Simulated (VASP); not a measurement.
Write the native input for VASP 6.6.1 that does the following.

```
Task                   : single point
Functional             : r2SCAN
Potentials or basis    : VASP PAW PBE potentials, release 64 (Na_pv, H)
Cutoff                 : 520 eV
k mesh                 : 10 × 10 × 10
Occupations            : fermi-dirac, width 0.2 eV
Spin                   : no spin polarisation
Dipole correction      : no
Further INCAR settings : ALGO = Normal; EDIFF = 1e-06; NBANDS = 11
```

NaH:

```
Na H
1.0
     0.00000    2.34357    2.20671
     2.34357    0.00000    2.20671
     2.34357    2.34357    0.00000
Na H
1 1
Direct
  0.00000 0.00000 0.00000
  0.50000 0.50000 0.50000
```

This cell differs from its parent crystal: volume 12.120 Å^3 an atom, c/a of the conventional cell 0.9416.

One way to write it, as run:

POSCAR

```
NaH
1.0
    0.0000000000      2.3435742812      2.2067095432
    2.3435742812      0.0000000000      2.2067095432
    2.3435742812      2.3435742812      0.0000000000
Na H
1 1
Direct
    0.0000000000      0.0000000000      0.0000000000
    0.5000000000      0.5000000000      0.5000000000
```

INCAR.step1

```
  PREC = Accurate
  ENCUT = 520
  ISMEAR = -1
  SIGMA = 0.2
  LREAL = F
  LASPH = T
  NELM = 60
  NBANDS = 11
  GGA = PE
  ALGO = Normal
  EDIFF = 1E-4
  LWAVE = T
  LCHARG = F
```

INCAR.step2

```
  PREC = Accurate
  ENCUT = 520
  EDIFF = 1E-6
  ISMEAR = -1
  SIGMA = 0.2
  LREAL = F
  LASPH = T
  NELM = 60
  ALGO = Normal
  ISIF = 2
  LWAVE = F
  LCHARG = F
  METAGGA = R2SCAN
  LMIXTAU = T
  NBANDS = 11
  ISTART = 1
```

KPOINTS

```
Automatic mesh
0
Gamma
  10 10 10
```

Potentials or basis: VASP PAW PBE potentials, release 64 (Na_pv, H).

Run with:

```bash
$ cat potpaw_PBE.64/Na_pv/POTCAR potpaw_PBE.64/H/POTCAR > POTCAR
$ cp INCAR.step1 INCAR
$ mpirun -np 1 vasp_std > vasp.out
$ cp INCAR.step2 INCAR
$ mpirun -np 1 vasp_std > vasp.out
```

Results of the run:

The pressure is 4.0 GPa and the band gap on the k mesh is 4.62 eV, indirect (least direct gap 5.55 eV).

Caveat: the PAW data sets were made with another functional, which shifts forces and pressure a little.

Wall time 87 s on 1 thread of Intel(R) Xeon(R) Platinum 8259CL CPU @ 2.50GHz (Skylake/Cascade Lake), on a shared host, peak memory 0.15 GiB.
